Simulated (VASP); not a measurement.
# Mg (P6_3/mmc) in VASP: notebook

The runs below take Mg through relaxation of cell and atoms, single point, with LDA.

Everything below comes from runs of VASP 6.6.1. Logs are shortened: lines on timing, memory, paths and dates and some standing lists are left out, and cuts for length are marked.

### Step 1. The cell of the first run

It takes space group P6_3/mmc (No. 194, hexagonal). The conventional cell has a = 3.147 Å, b = 3.147 Å, c = 5.039 Å, α = 90.00°, β = 90.00°, γ = 120.00°. Mg (site symmetry -6m2) has 12 Mg at 3.11 to 3.15 Å within 4.1 Å.

### Step 2. Relaxation of cell and atoms, LDA

Contents of INCAR:

```
ALGO     = Normal         # electronic algorithm
EDIFF    = 1E-6           # SCF threshold, eV
EDIFFG   = -0.001         # ionic threshold
ENCUT    = 600            # plane-wave cutoff, eV
IBRION   = 2              # ionic algorithm
ISIF     = 3              # what is computed and relaxed
ISMEAR   = -1             # smearing method
LASPH    = True           # aspherical terms in the spheres
LCHARG   = False          # write CHGCAR
LREAL    = False          # projectors in reciprocal space
LWAVE    = False          # write WAVECAR
NELM     = 100            # most SCF steps
NSW      = 80             # ionic steps
PREC     = Accurate       # precision mode
SIGMA    = 0.15           # smearing width, eV
```

Contents of KPOINTS:

```
k-points
0
Gamma
  15 15 8
```

Contents of POSCAR:

```
Mg
1.0
    3.1466132004      0.0000000000      0.0000000000
   -1.5733066002      2.7250469674      0.0000000000
    0.0000000000      0.0000000000      5.0388883878
Mg
2
Direct
    0.3333333333      0.6666666667      0.2500000000
    0.6666666667      0.3333333333      0.7500000000
```

Potentials or basis: VASP PAW LDA potentials, release 64 (Mg).

Command:

```sh
cat potpaw_LDA.64/Mg/POTCAR > POTCAR
mpirun -np 1 vasp_std > vasp.out
```

OUTCAR:

```text
EDIFF = 1E-6
   EDIFFG = -0.001
   ENCUT = 600
   IBRION = 2
   ISIF = 3
   ISMEAR = -1
   LASPH = True
   LREAL = False
   NELM = 100
   NSW = 80
   PREC = Accurate

 ion  position               nearest neighbor table
   1  0.333  0.667  0.250-   2 3.11   2 3.11   2 3.11   2 3.11   2 3.11   2 3.11
   2  0.667  0.333  0.750-   1 3.11   1 3.11   1 3.11   1 3.11   1 3.11   1 3.11

  LATTYP: Found a hexagonal cell.
 ALAT       =     3.1466132004
 C/A-ratio  =     1.6013688582

  Lattice vectors:

 A1 = (   3.1466132004,   0.0000000000,   0.0000000000)
 A2 = (  -1.5733066002,   2.7250469674,   0.0000000000)
 A3 = (   0.0000000000,   0.0000000000,   5.0388883878)

Analysis of symmetry for initial positions (statically):
=====================================================================
 Subroutine PRICEL returns:
 Original cell was already a primitive cell.

 Routine SETGRP: Setting up the symmetry group for a
 hexagonal supercell.

 Subroutine GETGRP returns: Found 24 space group operations
 (whereof 12 operations were pure point group operations)
 out of a pool of 24 trial point group operations.

The static configuration has the point symmetry D_3d.
 The point group associated with its full space group is D_6h.

Analysis of symmetry for dynamics (positions and initial velocities):
=====================================================================
 Subroutine PRICEL returns:
 Original cell was already a primitive cell.

 Routine SETGRP: Setting up the symmetry group for a
 hexagonal supercell.

 Subroutine GETGRP returns: Found 24 space group operations
 (whereof 12 operations were pure point group operations)
 out of a pool of 24 trial point group operations.

The dynamic configuration has the point symmetry D_3d.
 The point group associated with its full space group is D_6h.

 Subroutine INISYM returns: Found 24 space group operations
 (whereof 12 operations are pure point group operations),
 and found     1 'primitive' translations

----------------------------------------------------------------------------------------

                                     Primitive cell

  volume of cell :      43.2068

  direct lattice vectors                    reciprocal lattice vectors
     3.146613200  0.000000000  0.000000000     0.317802010  0.183483076  0.000000000
    -1.573306600  2.725046967  0.000000000     0.000000000  0.366966152  0.000000000
     0.000000000  0.000000000  5.038888388     0.000000000  0.000000000  0.198456470

  length of vectors
     3.146613200  3.146613200  5.038888388     0.366966152  0.366966152  0.198456470
[... 90 lines left out ...]
   TEBEG  =    0.0;   TEEND  =   0.0 temperature during run
   PSTRESS=    0.0 pullay stress
   NELECT =       4.0000    total number of electrons
   NUPDOWN=      -1.0000    fix difference up-down
   EMIN   =  10.00;   EMAX   =-10.00  energy-range for DOS
   EFERMI =   0.00;   METHOD = LEGACY
   ISMEAR =    -1;   SIGMA  =   0.15  broadening in eV -4-tet -1-fermi 0-gaus
   EFERMI_NEDOS =   21; number of points for ismear=-14 and -15
   IALGO  =     38    algorithm
   IMIX   =      4    mixing-type and parameters
     AMIX     =   0.40;   BMIX     =  1.00
     AMIX_MAG =   1.60;   BMIX_MAG =  1.00
  volume/ion in A,a.u.               =      21.60       145.79
  Fermi-wavevector in a.u.,A,eV,Ry     =   0.740589  1.399511  7.462423  0.548473
  Thomas-Fermi vector in A             =   1.835028
   LORBIT       =      0    0 simple, 1 ext, 2 COOP (PROOUT), +10 PAW based schemes
   GGA     = CA    functional components
   LHFCALC =     F    Hartree Fock is set to
   AEXX    =    0.0000 exact exchange contribution
   IVDW    =     0    specifies the selected vdW correction
   LEPSILON=     F    determine dielectric tensor
   LRPA    =     F    only Hartree local field effects (RPA)
 conjugate gradient relaxation of ions
 non-spin polarized calculation
  energy-cutoff  :      600.00
  volume of cell :       43.21
 maximum number of plane-waves:      1466
 NGX is ok and might be reduce to    28
   NGX = 13   NGY = 13   NGZ = 21

--------------------------------------- Ionic step        1  -------------------------------------------

 number of electron       4.0000000 magnetization

 Free energy of the ion-electron system (eV)
  ---------------------------------------------------
  ext. energy  EPLUGINS =         0.00000000
  ---------------------------------------------------
  free energy    TOTEN  =        -3.65085739 eV

  energy without entropy =       -3.59283081  energy(sigma->0) =       -3.62184410

------------------------ aborting loop because EDIFF is reached ----------------------------------------

  FORCE on cell =-STRESS in cart. coord.  units (eV):
  Direction    XX          YY          ZZ          XY          YZ          ZX
  --------------------------------------------------------------------------------------
  -------------------------------------------------------------------------------------
  Total       -0.0860239     -0.0860239     -0.0147991      0.0000000     -0.0000000      0.0000000
  in kB       -3.1899051     -3.1899051     -0.5487737      0.0000000     -0.0000000      0.0000000
  external PRESSURE =      -2.3095280 kB  Pullay stress =       0.0000000 kB
[... 131 lines left out ...]
--------------------------------------- Ionic step        5  -------------------------------------------

 number of electron       4.0000000 magnetization

 Free energy of the ion-electron system (eV)
  ---------------------------------------------------
  ext. energy  EPLUGINS =         0.00000000
  ---------------------------------------------------
  free energy    TOTEN  =        -3.65115353 eV

  energy without entropy =       -3.59291085  energy(sigma->0) =       -3.62203219

 E-fermi :   2.8221     XC(G=0):  -8.8966

 val. band max:        2.8050139552   @ k =   0.3333   0.1333   0.1250
 cond. band min:       2.8268592414   @ k =   0.2667   0.2667   0.2500
 fundamental gap:      0.0218452862
 Fermi energy:         2.8220525032

 k-point     1 :       0.0000    0.0000    0.0000
  band No.  band energies     occupation
      1      -4.3866      2.00000
      2       1.1110      1.99998
      3       1.6349      1.99927
      4      14.0111      0.00000
      5      14.0111      0.00000
      6      14.1699      0.00000
[... 199 lines left out ...]
 k-point    24 :       0.4000    0.2000    0.0000
  band No.  band energies     occupation
      1       1.1354      1.99997
      2       1.1686      1.99997
      3       4.7610      0.00000
      4       6.1312      0.00000
      5       6.5003      0.00000
      6       6.8080      0.00000

 [... further k-points ...]
[... 5 lines left out ...]
  --------------------------------------------------------------------------------------
  -------------------------------------------------------------------------------------
  Total        0.0003373      0.0003373      0.0001100      0.0000000     -0.0000000      0.0000000
  in kB        0.0125803      0.0125803      0.0041024      0.0000000     -0.0000000      0.0000000
  external PRESSURE =       0.0097543 kB  Pullay stress =       0.0000000 kB
[... 17 lines left out ...]
  FREE ENERGIE OF THE ION-ELECTRON SYSTEM (eV)
  ---------------------------------------------------
  free  energy   TOTEN  =        -3.6511535292 eV

  energy  without entropy=       -3.5929108525  energy(sigma->0) =       -3.62203219

 reached required accuracy - stopping structural energy minimisation
```

Wall time 34 s (1 thread of Intel Xeon 6975P-C (Granite Rapids), shared host); peak memory 0.19 GiB.

Results:

```yaml
Free_energy: -3.6512 eV
Relaxed_volume: 21.48 Å³/atom
Relaxed_cell: a = 3.135 Å, b = 3.135 Å, c = 5.046 Å, α = 90.00°, β = 90.00°, γ = 120.00°
Space_group_after_relaxing_to_0.05_Å: P6_3/mmc (No. 194)
Energy_gained_by_relaxing: 0.1 meV/atom
Ionic_steps: 5
Pressure_after_relaxing: 0.0 GPa
Band_gap_on_the_k_mesh: zero (band 2 reaches 3.75 eV, above the bottom of band 3 at 1.63 eV)
```

Step by step:
```csv
step,energy change (eV),largest force (eV/Å),pressure (GPa),volume (Å³)
1,0.0000,0.0000,-0.23,43.21
2,-0.0002,0.0000,-0.05,43.01
3,-0.0003,0.0000,0.03,42.92
4,-0.0003,0.0000,0.02,42.94
5,-0.0003,0.0000,0.00,42.96
```

Final structure:
```
CELL_PARAMETERS angstrom
3.13539 0.00000 0.00000
-1.56769 2.71532 0.00000
0.00000 0.00000 5.04572
ATOMIC_POSITIONS crystal
Mg 0.33333 0.66667 0.25000
Mg 0.66667 0.33333 0.75000
```

Levels at points of the mesh, in eV from the Fermi level:
| k point | band 1 | band 2 | band 3 | band 4 | band 5 |
| --- | --- | --- | --- | --- | --- |
| (0.00, 0.00, 0.00) | -7.21 | -1.71 | -1.19 | 11.19 | 11.19 |
| (0.00, 0.00, 0.50) | -5.74 | -5.74 | 5.35 | 5.35 | 11.95 |

LDA usually gives volumes a few per cent too small. Zero-point motion and thermal expansion aren't in these numbers.

### Step 3. Single point, LDA

This run uses another cell than the first one, of 23.24 Å³/atom, 1.076 times its volume.

Contents of INCAR:

```
PREC     = Accurate       # precision mode
ENCUT    = 520            # plane-wave cutoff, eV
EDIFF    = 1E-6           # SCF threshold, eV
ISMEAR   = 0              # smearing method
SIGMA    = 0.1            # smearing width, eV
LREAL    = F              # projectors in reciprocal space
LASPH    = T              # aspherical terms in the spheres
NELM     = 100            # most SCF steps
ALGO     = Normal         # electronic algorithm
ISIF     = 2              # what is computed and relaxed
LWAVE    = F              # write WAVECAR
LCHARG   = T              # write CHGCAR
LELF     = T              # ELF
LVHAR    = T            
NBANDS   = 9              # bands
```

Contents of KPOINTS:

```
regular mesh
0
Gamma
  6 6 4
```

Contents of POSCAR:

```
Mg
1.0
    3.2093000000      0.0000000000      0.0000000000
   -1.6046500000      2.7793353284      0.0000000000
    0.0000000000      0.0000000000      5.2103000000
Mg
2
Direct
    0.3333333333      0.6666666667      0.2500000000
    0.6666666667      0.3333333333      0.7500000000
```

Potentials or basis: VASP PAW LDA potentials, release 64 (Mg).

Command:

```sh
cat potpaw_LDA.64/Mg/POTCAR > POTCAR
mpirun -np 1 vasp_std > vasp.out
```

Wall time 3.3 s (1 thread of Intel Xeon 6975P-C (Granite Rapids), shared host); peak memory 0.13 GiB.

It converged, with:

* Free energy: -3.5237 eV
* Pressure: -2.8 GPa
* Band gap on the k mesh: zero (band 2 reaches 2.76 eV, above the bottom of band 3 at 1.13 eV)

Stress tensor (GPa, compression positive):
```
-2.75  0.00  0.00
 0.00 -2.75  0.00
 0.00  0.00 -2.89
```

Levels at points of the mesh, in eV from the Fermi level:
| k point | band 1 | band 2 | band 3 | band 4 | band 5 |
| --- | --- | --- | --- | --- | --- |
| (0.00, 0.00, 0.00) | -6.74 | -1.50 | -1.15 | 10.95 | 10.95 |
| (0.50, 0.00, 0.00) | -2.01 | -1.97 | 2.76 | 3.19 | 3.32 |
| (0.00, 0.00, 0.50) | -5.37 | -5.37 | 5.10 | 5.10 | 11.69 |
| (0.50, 0.00, 0.50) | -0.94 | -0.94 | -0.35 | -0.35 | 8.03 |

Caveat: the k points lie up to 0.38 Å⁻¹ apart.
